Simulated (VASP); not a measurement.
# CuSi16 (a cell with a defect) in VASP: single point with PBEsol

Aim: the single point of CuSi16 (a cell with a defect) with PBEsol.

All numbers are computed with VASP 6.6.1; they aren't measurements. Logs are shortened: lines on timing, memory, paths and dates and some standing lists are left out, and cuts for length are marked.

## (1) The cell of the first run

The cell holds a defect, 17 atoms: a = 7.679 Å, b = 7.679 Å, c = 7.679 Å, α = 60.00°, β = 60.00°, γ = 60.00°.

## (2) Single point, PBEsol, collinear spin

Contents of INCAR:

```
PREC     = Accurate       # precision mode
ENCUT    = 520            # plane-wave cutoff, eV
EDIFF    = 1E-6           # SCF threshold, eV
ISMEAR   = 0              # smearing method
SIGMA    = 0.05           # smearing width, eV
LREAL    = Auto         
LASPH    = T              # aspherical terms in the spheres
NELM     = 150            # most SCF steps
ALGO     = Normal         # electronic algorithm
ISIF     = 2              # what is computed and relaxed
LWAVE    = F              # write WAVECAR
LCHARG   = T              # write CHGCAR
ISPIN    = 2              # spin polarisation
MAGMOM   = 0 0 0 0 0 0 0 0 0 0 0 0 0 0 0 0 1 # initial moments
LORBIT   = 11             # projections on sites
LMAXMIX  = 4              # l up to which the mixer works
GGA      = PS             # functional
LELF     = T              # ELF
LVHAR    = T            
NBANDS   = 56             # bands
```

Contents of KPOINTS:

```
Automatic mesh
0
Gamma
  2 2 2
```

Contents of POSCAR:

```
CuSi16
1.0
    0.0000000000      5.4300000000      5.4300000000
    5.4300000000      0.0000000000      5.4300000000
    5.4300000000      5.4300000000      0.0000000000
Si Cu
16 1
Direct
    0.0003545353     -0.0001931653     -0.0004293363
    0.1248858959      0.1246089982      0.1244719808
    0.0005339632      0.0009032065      0.4990591545
    0.1249795186      0.1246596186      0.6254283364
    0.0003961381      0.4991949215      0.0009258822
    0.1249557136      0.6256315119      0.1245016815
    0.0008162582      0.4992329142      0.4990767326
    0.1292018661      0.6235739387      0.6235011379
    0.4994609295      0.0004850666      0.0006449043
    0.6261090780      0.1245977776      0.1244629790
    0.4995493930      0.0008545168      0.4990528829
    0.6231777088      0.1307122355      0.6229577450
    0.4995260413      0.4991860291      0.0008798010
    0.6229182673      0.6227711863      0.1314161803
    0.4992770182      0.5003814749      0.5008979398
    0.6236634848      0.6234889712      0.6234176076
    0.7475008903      0.7513225978      0.7530980905
```

Potentials or basis: VASP PAW PBE potentials, release 64 (Si, Cu).

Started as:

```
$ cat potpaw_PBE.64/Si/POTCAR potpaw_PBE.64/Cu/POTCAR > POTCAR
$ mpirun -np 1 vasp_std > vasp.out
```

OUTCAR:

```text
PREC = Accurate
   ENCUT = 520
   EDIFF = 1E-6
   ISMEAR = 0
   LREAL = Auto
   LASPH = T
   NELM = 150
   ISIF = 2
   ISPIN = 2
   LORBIT = 11
   GGA = PS

 ion  position               nearest neighbor table
   1  0.000  1.000  1.000-   4 2.35   6 2.35   2 2.35  10 2.35
   2  0.125  0.125  0.124-   1 2.35   9 2.35   5 2.35   3 2.35
   3  0.001  0.001  0.499-   4 2.35   2 2.35   8 2.37  12 2.37  17 2.73
   4  0.125  0.125  0.625-   1 2.35  11 2.35   3 2.35   7 2.35
   5  0.000  0.499  0.001-   6 2.35   2 2.35   8 2.37  14 2.37  17 2.72
   6  0.125  0.626  0.125-   1 2.35  13 2.35   5 2.35   7 2.35
   7  0.001  0.499  0.499-   4 2.35   6 2.35   8 2.36  16 2.36  17 2.75
   8  0.129  0.624  0.624-  15 2.32   7 2.36   3 2.37   5 2.37  17 2.39
   9  0.499  0.000  0.001-   2 2.35  10 2.35  12 2.37  14 2.37  17 2.70
  10  0.626  0.125  0.124-   1 2.35   9 2.35  13 2.35  11 2.35
  11  0.500  0.001  0.499-   4 2.35  10 2.35  16 2.37  12 2.37  17 2.73
  12  0.623  0.131  0.623-  15 2.32   3 2.37  11 2.37   9 2.37  17 2.38
  13  0.500  0.499  0.001-   6 2.35  10 2.35  16 2.37  14 2.37  17 2.72
  14  0.623  0.623  0.131-  15 2.32   5 2.37  13 2.37   9 2.37  17 2.37
  15  0.499  0.500  0.501-  14 2.32  12 2.32  16 2.32   8 2.32
  16  0.624  0.623  0.623-  15 2.32   7 2.36  11 2.37  13 2.37  17 2.39
  17  0.748  0.751  0.753-  14 2.37  12 2.38  16 2.39   8 2.39   9 2.70  13 2.72   5 2.72  11 2.73
                             3 2.73   7 2.75

  LATTYP: Found a face centered cubic cell.
 ALAT       =    10.8600000000

  Lattice vectors:

 A1 = (   0.0000000000,   5.4300000000,   5.4300000000)
 A2 = (   5.4300000000,   0.0000000000,   5.4300000000)
 A3 = (   5.4300000000,   5.4300000000,   0.0000000000)

Analysis of symmetry for initial positions (statically):
=====================================================================
 Subroutine PRICEL returns:
 Original cell was already a primitive cell.

 Routine SETGRP: Setting up the symmetry group for a
 face centered cubic supercell.

 Subroutine GETGRP returns: Found  1 space group operations
 (whereof  1 operations were pure point group operations)
 out of a pool of 48 trial point group operations.

The static configuration has the point symmetry C_1 .

Analysis of symmetry for dynamics (positions and initial velocities):
=====================================================================
 Subroutine PRICEL returns:
 Original cell was already a primitive cell.

 Routine SETGRP: Setting up the symmetry group for a
 face centered cubic supercell.

 Subroutine GETGRP returns: Found  1 space group operations
 (whereof  1 operations were pure point group operations)
 out of a pool of 48 trial point group operations.

The dynamic configuration has the point symmetry C_1 .

Analysis of structural, dynamic, and magnetic symmetry:
=====================================================================
 Subroutine PRICEL returns:
 Original cell was already a primitive cell.

 Routine SETGRP: Setting up the symmetry group for a
 face centered cubic supercell.

 Subroutine GETGRP returns: Found  1 space group operations
 (whereof  1 operations were pure point group operations)
 out of a pool of 48 trial point group operations.

The overall configuration has the point symmetry C_1 .

 Subroutine INISYM returns: Found  1 space group operations
 (whereof  1 operations are pure point group operations),
 and found     1 'primitive' translations

----------------------------------------------------------------------------------------

                                     Primitive cell

  volume of cell :     320.2060

  direct lattice vectors                    reciprocal lattice vectors
     0.000000000  5.430000000  5.430000000    -0.092081031  0.092081031  0.092081031
     5.430000000  0.000000000  5.430000000     0.092081031 -0.092081031  0.092081031
     5.430000000  5.430000000  0.000000000     0.092081031  0.092081031 -0.092081031

  length of vectors
     7.679179644  7.679179644  7.679179644     0.159489025  0.159489025  0.159489025

  position of ions in fractional coordinates (direct lattice)
     0.000354535  0.999806835  0.999570664
[... 75 lines left out ...]
   total plane-waves  NPLWV = 216000
   dimension x,y,z NGX =    60 NGY =   60 NGZ =   60
   dimension x,y,z NGXF=   120 NGYF=  120 NGZF=  120
   ions per type =              16   1
   NGX,Y,Z   is equivalent  to a cutoff of  12.99, 12.99, 12.99 a.u.
   NGXF,Y,Z  is equivalent  to a cutoff of  25.98, 25.98, 25.98 a.u.
 SYSTEM =  unknown system
   PREC   = accura    normal or accurate (medium, high low for compatibility)
   ISTART =      0    job   : 0-new  1-cont  2-samecut
   ICHARG =      2    charge: 1-file 2-atom 10-const
   ISPIN  =      2    spin polarized calculation?
   LNONCOLLINEAR =      F non collinear calculations
   LSORBIT =      F    spin-orbit coupling
   LASPH  =      T    aspherical Exc in radial PAW
   ENCUT  =  520.0 eV  38.22 Ry    6.18 a.u.  14.28 14.28 14.28*2*pi/ulx,y,z
   NELM   =    150;   NELMIN=  2; NELMDL= -5     # of ELM steps
   EDIFF  = 0.1E-05   stopping-criterion for ELM
   LREAL  =      T    real-space projection
   EDIFFG = 0.1E-04   stopping-criterion for IOM
   NSW    =      0    number of steps for IOM
   IBRION =     -1    ionic relax: 0-MD 1-quasi-New 2-CG
   NFREE  =      0    steps in history (QN), initial steepest desc. (CG)
   ISIF   =      2    stress and relaxation
   ISYM   =      2    0-nonsym 1-usesym 2-fastsym
   POTIM  = 0.5000    time-step for ionic-motion
   TEBEG  =    0.0;   TEEND  =   0.0 temperature during run
   PSTRESS=    0.0 pullay stress
   NELECT =      75.0000    total number of electrons
   NUPDOWN=      -1.0000    fix difference up-down
   EMIN   =  10.00;   EMAX   =-10.00  energy-range for DOS
   EFERMI =   0.00;   METHOD = LEGACY
   ISMEAR =     0;   SIGMA  =   0.05  broadening in eV -4-tet -1-fermi 0-gaus
   EFERMI_NEDOS =   21; number of points for ismear=-14 and -15
   IALGO  =     38    algorithm
   IMIX   =      4    mixing-type and parameters
     AMIX     =   0.40;   BMIX     =  1.00
     AMIX_MAG =   1.60;   BMIX_MAG =  1.00
  volume/ion in A,a.u.               =      18.84       127.11
  Fermi-wavevector in a.u.,A,eV,Ry     =   1.009142  1.907001 13.855720  1.018367
  Thomas-Fermi vector in A             =   2.142052
   LORBIT       =     11    0 simple, 1 ext, 2 COOP (PROOUT), +10 PAW based schemes
   GGA     = PS    functional components
   LHFCALC =     F    Hartree Fock is set to
   AEXX    =    0.0000 exact exchange contribution
   IVDW    =     0    specifies the selected vdW correction
   LEPSILON=     F    determine dielectric tensor
   LRPA    =     F    only Hartree local field effects (RPA)
 spin polarized calculation
 Gauss-broadening in eV      SIGMA  =   0.05
  energy-cutoff  :      520.00
  volume of cell :      320.21
 maximum number of plane-waves:      8646
 NGX is ok and might be reduce to    60
   NGX = 29   NGY = 29   NGZ = 29

 number of electron      75.0000001 magnetization       0.0357070

 Free energy of the ion-electron system (eV)
  ---------------------------------------------------
  ext. energy  EPLUGINS =         0.00000000
  ---------------------------------------------------
  free energy    TOTEN  =       -93.41255774 eV

  energy without entropy =      -93.39138528  energy(sigma->0) =      -93.40197151

 E-fermi :   6.7626     XC(G=0):  -9.8081

 val. band max:        6.7574294126   @ k =   0.0000   0.0000   0.5000
 cond. band min:       6.7881220253   @ k =   0.0000   0.0000   0.0000
 fundamental gap:      0.0306926128
 Fermi energy:         6.7625875211

 spin component 1

 k-point     1 :       0.0000    0.0000    0.0000
  band No.  band energies     occupation
      1      -6.0099      1.00000
      2      -3.6042      1.00000
      3      -3.6014      1.00000
      4      -3.5981      1.00000
      5      -3.5718      1.00000
      6      -2.1008      1.00000
[... 405 lines left out ...]
     48      10.3409      0.00000
     49      10.3516      0.00000
 Fermi energy:         6.7625875211

 spin component 2

 k-point     1 :       0.0000    0.0000    0.0000
  band No.  band energies     occupation
      1      -6.0076      1.00000
      2      -3.6024      1.00000
      3      -3.5996      1.00000
      4      -3.5963      1.00000
      5      -3.5698      1.00000
      6      -2.0968      1.00000
[... 405 lines left out ...]
     48      10.3435      0.00000
     49      10.3544      0.00000
 [bands above 49 left out]

------------------------ aborting loop because EDIFF is reached ----------------------------------------

  FORCE on cell =-STRESS in cart. coord.  units (eV):
  Direction    XX          YY          ZZ          XY          YZ          ZX
  --------------------------------------------------------------------------------------
  -------------------------------------------------------------------------------------
  Total        4.7731077      4.7638632      4.7644689      0.0538856     -0.1925026     -0.0306887
  in kB       23.8826398     23.8363845     23.8394152      0.2696212     -0.9632027     -0.1535534
  external PRESSURE =      23.8528132 kB  Pullay stress =       0.0000000 kB

 VOLUME and BASIS-vectors are now :
 -----------------------------------------------------------------------------
  energy-cutoff  :      520.00
  volume of cell :      320.21
      direct lattice vectors                 reciprocal lattice vectors
     0.000000000  5.430000000  5.430000000    -0.092081031  0.092081031  0.092081031
     5.430000000  0.000000000  5.430000000     0.092081031 -0.092081031  0.092081031
     5.430000000  5.430000000  0.000000000     0.092081031  0.092081031 -0.092081031

 POSITION                                       TOTAL-FORCE (eV/Angst)
 -----------------------------------------------------------------------------------
     10.85662      5.42959      5.43088         0.002614      0.000294     -0.000495
      1.35251      1.35401      1.35476        -0.014322     -0.014278     -0.013927
      2.71480      2.71279      0.00780        -0.000345     -0.001302      0.014110
      4.07298      4.07471      1.35554         0.013291      0.013146     -0.013057
      2.71566      0.00718      2.71278         0.000353      0.014193     -0.001347
      4.07322      1.35455      4.07569         0.013475     -0.013600      0.013692
[... 9 lines left out ...]
      6.77070      6.77165      6.77204        -0.010117     -0.008597     -0.007554
      8.16900      8.14825      8.13861        -0.026071     -0.004784      0.007338
 -----------------------------------------------------------------------------------
    total drift:                                0.005695      0.002474     -0.005030

  FREE ENERGIE OF THE ION-ELECTRON SYSTEM (eV)
  ---------------------------------------------------
  free  energy   TOTEN  =       -93.4125577376 eV

  energy  without entropy=      -93.3913852755  energy(sigma->0) =      -93.40197151

 total charge

# of ion       s       p       d       tot
------------------------------------------
    1        0.740   0.958   0.000   1.699
    2        0.742   0.951   0.000   1.692
    3        0.737   0.946   0.000   1.684
    4        0.741   0.951   0.000   1.692
    5        0.737   0.946   0.000   1.683
    6        0.741   0.951   0.000   1.692
[... 9 lines left out ...]
   16        0.732   0.967   0.000   1.699
   17        0.485   0.410   9.221  10.116
--------------------------------------------------
tot         12.321  15.659   9.221  37.201

 magnetization (x)

# of ion       s       p       d       tot
------------------------------------------
    1        0.000  -0.000   0.000   0.000
    2        0.000   0.000   0.000   0.000
    3        0.000   0.000   0.000   0.000
    4        0.000   0.000   0.000   0.000
    5        0.000   0.000   0.000   0.000
    6        0.000   0.000   0.000   0.000
[... 9 lines left out ...]
   16        0.000   0.000   0.000   0.000
   17        0.003   0.001   0.000   0.004
--------------------------------------------------
tot          0.007   0.003   0.000   0.010
```

It took 14 min on 1 thread of Intel Xeon Platinum 8259CL at 2.50GHz (Skylake/Cascade Lake), shared host; peak memory 0.73 GiB.

Results:

```yaml
Free_energy: -93.4126 eV
Pressure: 2.4 GPa
Largest_force: 0.039 eV/Å
Net_moment: 0.04 μB per cell
Valence_electrons_inside_the_program's_atomic_spheres: Si 1.70, 1.69, 1.68, 1.72 (each value once); Cu 10.12
```

Forces in eV/Å, atoms in the order of the input:
```
Si   0.003  0.000  0.000
Si  -0.014 -0.014 -0.014
Si   0.000 -0.001  0.014
Si   0.013  0.013 -0.013
Si   0.000  0.014 -0.001
Si   0.013 -0.014  0.014
Si  -0.014 -0.001  0.001
Si  -0.009  0.006  0.007
Si   0.014  0.001 -0.001
Si  -0.014  0.014  0.014
Si  -0.001 -0.014  0.001
Si   0.014 -0.017  0.018
Si   0.000  0.002 -0.014
Si   0.021  0.023 -0.023
Si   0.011  0.002 -0.003
Si  -0.010 -0.009 -0.008
Cu  -0.026 -0.005  0.007
```

Levels at points of the mesh, in eV from the Fermi level:
Spin up:
```csv
k point,band 34,band 35,band 36,band 37,band 38,band 39,band 40,band 41,band 42,band 43
"(0.00, 0.00, 0.00)",-1.26,-1.15,-0.55,-0.54,-0.54,0.03,0.03,0.05,0.06,0.07
"(0.50, 0.00, 0.00)",-1.34,-1.33,-1.12,-1.12,-0.01,0.56,0.81,0.82,0.87,0.87
"(0.00, 0.50, 0.00)",-1.34,-1.33,-1.13,-1.12,-0.01,0.57,0.81,0.82,0.87,0.87
"(0.00, 0.00, 0.50)",-1.34,-1.33,-1.13,-1.13,-0.01,0.57,0.82,0.82,0.86,0.87
"(0.50, 0.50, 0.50)",-1.34,-1.33,-1.13,-1.12,-0.01,0.56,0.81,0.82,0.87,0.87
"(0.50, 0.50, 0.00)",-1.92,-1.92,-1.89,-1.35,0.14,0.54,1.53,1.55,1.55,1.56
"(0.00, 0.50, 0.50)",-1.92,-1.92,-1.89,-1.35,0.14,0.54,1.53,1.55,1.55,1.56
"(0.50, 0.00, 0.50)",-1.92,-1.92,-1.89,-1.35,0.14,0.54,1.53,1.55,1.55,1.56
```
Spin down:
| k point | band 35 | band 36 | band 37 | band 38 | band 39 | band 40 | band 41 | band 42 |
| --- | --- | --- | --- | --- | --- | --- | --- | --- |
| (0.00, 0.00, 0.00) | -1.14 | -0.55 | -0.54 | -0.54 | 0.03 | 0.03 | 0.06 | 0.06 |
| (0.50, 0.00, 0.00) | -1.33 | -1.12 | -1.12 | -0.01 | 0.56 | 0.82 | 0.82 | 0.87 |
| (0.00, 0.50, 0.00) | -1.33 | -1.13 | -1.12 | -0.01 | 0.57 | 0.82 | 0.82 | 0.87 |
| (0.00, 0.00, 0.50) | -1.33 | -1.13 | -1.13 | -0.01 | 0.57 | 0.82 | 0.82 | 0.87 |
| (0.50, 0.50, 0.50) | -1.33 | -1.12 | -1.12 | -0.01 | 0.56 | 0.82 | 0.82 | 0.87 |
| (0.50, 0.50, 0.00) | -1.92 | -1.89 | -1.35 | 0.14 | 0.54 | 1.53 | 1.55 | 1.55 |
| (0.00, 0.50, 0.50) | -1.91 | -1.89 | -1.35 | 0.14 | 0.54 | 1.53 | 1.55 | 1.55 |
| (0.50, 0.00, 0.50) | -1.92 | -1.89 | -1.35 | 0.14 | 0.54 | 1.53 | 1.55 | 1.55 |

Caveat: the k points lie up to 0.50 Å⁻¹ apart; the PAW data sets were made with another functional, which shifts forces and pressure a little.
